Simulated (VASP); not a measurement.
# MoS2 (P6_3/mmc) in VASP: single point with r2SCAN

Aim: the single point of MoS2 with r2SCAN.

All numbers are computed with VASP 6.6.1; they aren't measurements. Logs are shortened: lines on timing, memory, paths and dates and some standing lists are left out, and cuts for length are marked.

**1. The cell of the first run**

It takes space group P6_3/mmc (No. 194, hexagonal). Conventional cell: a = 3.158 Å, b = 3.158 Å, c = 12.448 Å, α = 90.00°, β = 90.00°, γ = 120.00°. Mo (site symmetry -6m2) has 6 S at 2.43 Å and 6 Mo at 3.16 Å within 3.2 Å. S (site symmetry 3m) has 3 Mo at 2.43 Å and 6 S at 3.16 Å within 3.2 Å.

**2. Single point, r2SCAN**

POSCAR reads:

```
MoS2
1.0
    1.5787528700      2.7344764700      0.0000000000
   -1.5787528700      2.7344764700      0.0000000000
    0.0000000000      0.0000000000     12.4476728900
Mo S
2 4
Direct
    0.3333300000      0.3333400000      0.2500000000
    0.6666600000      0.6666700000      0.7500000000
    0.3333300000      0.3333400000      0.6210000000
    0.6666600000      0.6666700000      0.1210000000
    0.3333300000      0.3333400000      0.8790000000
    0.6666700000      0.6666700000      0.3790000000
```

INCAR.step1 reads:

```
ALGO = Normal
EDIFF = 1E-4
ENCUT = 520
GGA = PE
ISMEAR = -1
LASPH = T
LCHARG = F
LREAL = F
LWAVE = T
NBANDS = 35
NELM = 100
PREC = Accurate
SIGMA = 0.1
```

INCAR.step2 reads:

```
ALGO = Normal
EDIFF = 1E-7
ENCUT = 520
ISIF = 2
ISMEAR = -1
ISTART = 1
LASPH = T
LCHARG = F
LMIXTAU = T
LREAL = F
LWAVE = F
METAGGA = R2SCAN
NBANDS = 35
NELM = 100
PREC = Accurate
SIGMA = 0.1
```

KPOINTS reads:

```
k-points
0
Gamma
  7 7 2
```

Potentials or basis: VASP PAW PBE potentials, release 64 (Mo_sv, S).

Run with:

```console
$ cat potpaw_PBE.64/Mo_sv/POTCAR potpaw_PBE.64/S/POTCAR > POTCAR
$ cp INCAR.step1 INCAR
$ mpirun -np 1 vasp_std > vasp.out
$ cp INCAR.step2 INCAR
$ mpirun -np 1 vasp_std > vasp.out
```

OUTCAR:

```text
EDIFF = 1E-7
   ENCUT = 520
   ISIF = 2
   ISMEAR = -1
   ISTART = 1
   LASPH = T
   LREAL = F
   METAGGA = R2SCAN
   NELM = 100
   PREC = Accurate

 ion  position               nearest neighbor table
   1  0.333  0.333  0.250-   4 2.43   6 2.43   6 2.43   4 2.43   4 2.43   6 2.43
   2  0.667  0.667  0.750-   3 2.43   5 2.43   3 2.43   5 2.43   3 2.43   5 2.43
   3  0.333  0.333  0.621-   2 2.43   2 2.43   2 2.43
   4  0.667  0.667  0.121-   1 2.43   1 2.43   1 2.43
   5  0.333  0.333  0.879-   2 2.43   2 2.43   2 2.43
   6  0.667  0.667  0.379-   1 2.43   1 2.43   1 2.43

  LATTYP: Found a hexagonal cell.
 ALAT       =     3.1575025241
 C/A-ratio  =     3.9422527124

  Lattice vectors:

 A1 = (   1.5787528700,  -2.7344764700,   0.0000000000)
 A2 = (   1.5787528700,   2.7344764700,   0.0000000000)
 A3 = (   0.0000000000,   0.0000000000,  12.4476728900)

Analysis of symmetry for initial positions (statically):
=====================================================================
 Subroutine PRICEL returns:
 Original cell was already a primitive cell.

 Routine SETGRP: Setting up the symmetry group for a
 hexagonal supercell.

 Subroutine GETGRP returns: Found  1 space group operations
 (whereof  1 operations were pure point group operations)
 out of a pool of 24 trial point group operations.

The static configuration has the point symmetry C_1 .

Analysis of symmetry for dynamics (positions and initial velocities):
=====================================================================
 Subroutine PRICEL returns:
 Original cell was already a primitive cell.

 Routine SETGRP: Setting up the symmetry group for a
 hexagonal supercell.

 Subroutine GETGRP returns: Found  1 space group operations
 (whereof  1 operations were pure point group operations)
 out of a pool of 24 trial point group operations.

The dynamic configuration has the point symmetry C_1 .

 Subroutine INISYM returns: Found  1 space group operations
 (whereof  1 operations are pure point group operations),
 and found     1 'primitive' translations

----------------------------------------------------------------------------------------

                                     Primitive cell

  volume of cell :     107.4748

  direct lattice vectors                    reciprocal lattice vectors
     1.578752870  2.734476470  0.000000000     0.316705679  0.182850357  0.000000000
    -1.578752870  2.734476470  0.000000000    -0.316705679  0.182850357  0.000000000
     0.000000000  0.000000000 12.447672890     0.000000000  0.000000000  0.080336301

  length of vectors
     3.157502524  3.157502524 12.447672890     0.365700342  0.365700342  0.080336301

  position of ions in fractional coordinates (direct lattice)
     0.333330000  0.333340000  0.250000000
     0.666660000  0.666670000  0.750000000
     0.333330000  0.333340000  0.621000000
     0.666660000  0.666670000  0.121000000
     0.333330000  0.333340000  0.879000000
     0.666670000  0.666670000  0.379000000

  ion indices of the primitive-cell ions
   primitive index   ion index
                 1           1
                 2           2
                 3           3
                 4           4
                 5           5
                 6           6

----------------------------------------------------------------------------------------

 KPOINTS: k-points

Automatic generation of k-mesh.
 Grid dimensions read from file:
 generate k-points for:    7    7    2

 Generating k-lattice:

  Cartesian coordinates                     Fractional coordinates (reciprocal lattice)
     0.045243668  0.026121480  0.000000000     0.142857143  0.000000000  0.000000000
    -0.045243668  0.026121480  0.000000000     0.000000000  0.142857143  0.000000000
     0.000000000  0.000000000  0.040168151     0.000000000  0.000000000  0.500000000

  Length of vectors
     0.052242906  0.052242906  0.040168151

  Shift w.r.t. Gamma in fractional coordinates (k-lattice)
     0.000000000  0.000000000  0.000000000

 Subroutine IBZKPT returns following result:
 ===========================================

 Found     50 irreducible k-points:

 Following reciprocal coordinates:
            Coordinates               Weight
  0.000000  0.000000  0.000000      1.000000
  0.142857 -0.000000  0.000000      2.000000
  0.142857  0.142857  0.000000      2.000000
 -0.000000  0.142857  0.000000      2.000000
  0.285714  0.000000  0.000000      2.000000
  0.285714  0.285714  0.000000      2.000000
[... 16 lines left out ...]
 -0.428571  0.285714  0.000000      2.000000
  0.285714 -0.428571  0.000000      2.000000
 [... further k-points ...]
   k-points           NKPTS =     50   k-points in BZ     NKDIM =     50   number of bands    NBANDS=     35
   number of dos      NEDOS =    301   number of ions     NIONS =      6
   total plane-waves  NPLWV =  55296
   dimension x,y,z NGX =    24 NGY =   24 NGZ =   96
   dimension x,y,z NGXF=    48 NGYF=   48 NGZF=  192
   ions per type =               2   4
   NGX,Y,Z   is equivalent  to a cutoff of  12.64, 12.64, 12.82 a.u.
   NGXF,Y,Z  is equivalent  to a cutoff of  25.27, 25.27, 25.64 a.u.
 SYSTEM =  unknown system
   PREC   = accura    normal or accurate (medium, high low for compatibility)
   ISTART =      1    job   : 0-new  1-cont  2-samecut
   ICHARG =      0    charge: 1-file 2-atom 10-const
   ISPIN  =      1    spin polarized calculation?
   LNONCOLLINEAR =      F non collinear calculations
   LSORBIT =      F    spin-orbit coupling
   LASPH  =      T    aspherical Exc in radial PAW
   ENCUT  =  520.0 eV  38.22 Ry    6.18 a.u.   5.87  5.87 23.14*2*pi/ulx,y,z
   NELM   =    100;   NELMIN=  2; NELMDL=  0     # of ELM steps
   EDIFF  = 0.1E-06   stopping-criterion for ELM
   LREAL  =      F    real-space projection
   EDIFFG = 0.1E-05   stopping-criterion for IOM
   NSW    =      0    number of steps for IOM
   IBRION =     -1    ionic relax: 0-MD 1-quasi-New 2-CG
   NFREE  =      0    steps in history (QN), initial steepest desc. (CG)
   ISIF   =      2    stress and relaxation
   ISYM   =      2    0-nonsym 1-usesym 2-fastsym
   POTIM  = 0.5000    time-step for ionic-motion
   TEBEG  =    0.0;   TEEND  =   0.0 temperature during run
   PSTRESS=    0.0 pullay stress
   NELECT =      52.0000    total number of electrons
   NUPDOWN=      -1.0000    fix difference up-down
   EMIN   =  10.00;   EMAX   =-10.00  energy-range for DOS
   EFERMI =   0.00;   METHOD = LEGACY
   ISMEAR =    -1;   SIGMA  =   0.10  broadening in eV -4-tet -1-fermi 0-gaus
   EFERMI_NEDOS =   21; number of points for ismear=-14 and -15
   IALGO  =     38    algorithm
   IMIX   =      4    mixing-type and parameters
     AMIX     =   0.40;   BMIX     =  1.00
     AMIX_MAG =   1.60;   BMIX_MAG =  1.00
  volume/ion in A,a.u.               =      17.91       120.88
  Fermi-wavevector in a.u.,A,eV,Ry     =   1.285209  2.428693 22.473591  1.651762
  Thomas-Fermi vector in A             =   2.417357
   LORBIT       =      0    0 simple, 1 ext, 2 COOP (PROOUT), +10 PAW based schemes
   METAGGA = R2SCAN    functional components
   LHFCALC =     F    Hartree Fock is set to
   AEXX    =    0.0000 exact exchange contribution
   IVDW    =     0    specifies the selected vdW correction
   LEPSILON=     F    determine dielectric tensor
   LRPA    =     F    only Hartree local field effects (RPA)
 non-spin polarized calculation
  energy-cutoff  :      520.00
  volume of cell :      107.47
 maximum number of plane-waves:      2918
   NGX = 11   NGY = 11   NGZ = 47

 number of electron      51.9999998 magnetization

 Free energy of the ion-electron system (eV)
  ---------------------------------------------------
  ext. energy  EPLUGINS =         0.00000000
  ---------------------------------------------------
  free energy    TOTEN  =       -89.95938414 eV

  energy without entropy =      -89.95903004  energy(sigma->0) =      -89.95920709

 E-fermi :   7.6462     XC(G=0): -11.5161

 val. band max:        7.1837307661   @ k =   0.0000   0.0000   0.0000
 cond. band min:       8.3229094124   @ k =  -0.1429   0.1429   0.0000
 fundamental gap:      1.1391786463
 Fermi energy:         7.6462060976

 k-point     1 :       0.0000    0.0000    0.0000
  band No.  band energies     occupation
      1     -56.1463      2.00000
      2     -56.1463      2.00000
      3     -29.5607      2.00000
      4     -29.5606      2.00000
      5     -29.3133      2.00000
      6     -29.3133      2.00000
[... 27 lines left out ...]
     34       9.8266      0.00000
     35      13.5534      0.00000

 k-point     2 :       0.1429   -0.0000    0.0000
  band No.  band energies     occupation
      1     -56.1378      2.00000
      2     -56.1378      2.00000
      3     -29.5446      2.00000
      4     -29.5445      2.00000
      5     -29.3942      2.00000
      6     -29.3942      2.00000
[... 27 lines left out ...]
     34      10.1372      0.00000
     35      14.7400      0.00000

 k-point     3 :       0.1429    0.1429    0.0000
  band No.  band energies     occupation
      1     -56.1378      2.00000
      2     -56.1378      2.00000
      3     -29.5446      2.00000
      4     -29.5445      2.00000
      5     -29.3942      2.00000
      6     -29.3942      2.00000
[... 27 lines left out ...]
     34      10.1371      0.00000
     35      14.7400      0.00000

 k-point     4 :      -0.0000    0.1429    0.0000
  band No.  band energies     occupation
      1     -56.1378      2.00000
      2     -56.1378      2.00000
      3     -29.5446      2.00000
      4     -29.5445      2.00000
      5     -29.3942      2.00000
      6     -29.3942      2.00000
[... 27 lines left out ...]
     34      10.1372      0.00000
     35      14.7400      0.00000

 k-point     5 :       0.2857    0.0000    0.0000
  band No.  band energies     occupation
      1     -56.1187      2.00000
      2     -56.1187      2.00000
      3     -29.5726      2.00000
      4     -29.5726      2.00000
      5     -29.5083      2.00000
      6     -29.5082      2.00000
[... 638 lines left out ...]
 k-point    22 :      -0.1429    0.4286    0.0000
  band No.  band energies     occupation
      1     -56.0991      2.00000
      2     -56.0991      2.00000
      3     -29.7069      2.00000
      4     -29.7069      2.00000
      5     -29.4708      2.00000
      6     -29.4708      2.00000
[... 27 lines left out ...]
     34      11.6810      0.00000
     35      13.4850      0.00000

 k-point    23 :      -0.4286    0.2857    0.0000
  band No.  band energies     occupation
      1     -56.0972      2.00000
      2     -56.0972      2.00000
      3     -29.6530      2.00000
      4     -29.6530      2.00000
      5     -29.5376      2.00000
      6     -29.5376      2.00000
[... 27 lines left out ...]
     34      11.9287      0.00000
     35      13.8452      0.00000

 k-point    24 :       0.2857   -0.4286    0.0000
  band No.  band energies     occupation
      1     -56.0972      2.00000
      2     -56.0972      2.00000
      3     -29.6530      2.00000
      4     -29.6530      2.00000
      5     -29.5376      2.00000
      6     -29.5376      2.00000
[... 27 lines left out ...]
     34      11.9287      0.00000
     35      13.8452      0.00000

 [... further k-points ...]

------------------------ aborting loop because EDIFF is reached ----------------------------------------

  FORCE on cell =-STRESS in cart. coord.  units (eV):
  Direction    XX          YY          ZZ          XY          YZ          ZX
  --------------------------------------------------------------------------------------
  -------------------------------------------------------------------------------------
  Total        0.1627773      0.1631786     -4.3995469      0.0000359     -0.0003626     -0.0002100
  in kB        2.4265990      2.4325811    -65.5861335      0.0005345     -0.0054062     -0.0031301
  external PRESSURE =     -20.2423178 kB  Pullay stress =       0.0000000 kB

 VOLUME and BASIS-vectors are now :
 -----------------------------------------------------------------------------
  energy-cutoff  :      520.00
  volume of cell :      107.47
      direct lattice vectors                 reciprocal lattice vectors
     1.578752870  2.734476470  0.000000000     0.316705679  0.182850357  0.000000000
    -1.578752870  2.734476470  0.000000000    -0.316705679  0.182850357  0.000000000
     0.000000000  0.000000000 12.447672890     0.000000000  0.000000000  0.080336301

 POSITION                                       TOTAL-FORCE (eV/Angst)
 -----------------------------------------------------------------------------------
     -0.00002      1.82299      3.11192         0.000149     -0.000096     -0.000000
     -0.00002      3.64596      9.33575         0.000001      0.000355      0.000000
     -0.00002      1.82299      7.73000         0.000002     -0.000175      0.922085
     -0.00002      3.64596      1.50617        -0.000007      0.000165      0.922087
     -0.00002      1.82299     10.94150        -0.000000     -0.000178     -0.922085
      0.00000      3.64599      4.71767        -0.000144     -0.000072     -0.922086
 -----------------------------------------------------------------------------------
    total drift:                               -0.000001      0.000001      0.000000

  FREE ENERGIE OF THE ION-ELECTRON SYSTEM (eV)
  ---------------------------------------------------
  free  energy   TOTEN  =       -89.9593841435 eV

  energy  without entropy=      -89.9590300409  energy(sigma->0) =      -89.95920709
```

It took 5 min on 1 thread of Intel Xeon 6975P-C (Granite Rapids), shared host; peak memory 0.32 GiB.

What came out:

| Item | Value |
| --- | --- |
| Free energy | -89.9594 eV |
| Pressure | -2.0 GPa |
| Largest force | 0.922 eV/Å |
| Band gap on the k mesh | 1.14 eV, indirect (least direct gap 2.16 eV) |

Forces in eV/Å, atoms in the order of the input:
```
Mo   0.000  0.000  0.000
Mo   0.000  0.000  0.000
S    0.000  0.000  0.922
S    0.000  0.000  0.922
S    0.000  0.000 -0.922
S    0.000  0.000 -0.922
```

Levels at points of the mesh, in eV from the valence-band top:
| k point | band 22 | band 23 | band 24 | band 25 | band 26 | band 27 | band 28 | band 29 | band 30 | band 31 |
| --- | --- | --- | --- | --- | --- | --- | --- | --- | --- | --- |
| (0.00, 0.00, 0.00) | -1.89 | -1.89 | -1.26 | -1.17 | 0.00 | 2.42 | 2.42 | 2.46 | 2.46 | 2.46 |
| (0.00, 0.00, 0.50) | -1.92 | -1.92 | -1.92 | -0.28 | -0.28 | 2.42 | 2.42 | 2.42 | 2.42 | 2.57 |

Caveat: the PAW data sets were made with another functional, which shifts forces and pressure a little. A k mesh can miss the band edges.
